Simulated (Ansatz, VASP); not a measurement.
# BP: VASP beside Ansatz

```
B P
1.0
     0.00000    2.26832    2.26832
     2.26832    0.00000    2.26832
     2.26832    2.26832    0.00000
B P
1 1
Direct
  0.00000 0.00000 0.00000
  0.25000 0.25000 0.25000
```

Alike in both runs: task single point; functional PBE; k mesh 6 × 6 × 6; no spin polarisation.

```csv
,VASP,Ansatz
version,VASP 6.6.1,Ansatz 0.2.0
potentials or method,"VASP PAW PBE potentials, release 64 (B, P)",plane waves
plane-wave cutoff (eV),520,420
occupations,"methfessel-paxton of order 1, width 0.05 eV","cold, width 0.05 eV"
valence electrons in the cell,8,8
```

```csv
,VASP,Ansatz,Ansatz less VASP
gap on the k mesh at the Fermi level (eV),1.33,1.33,+0.004
pressure (GPa),1.2,1.4,+0.23
```
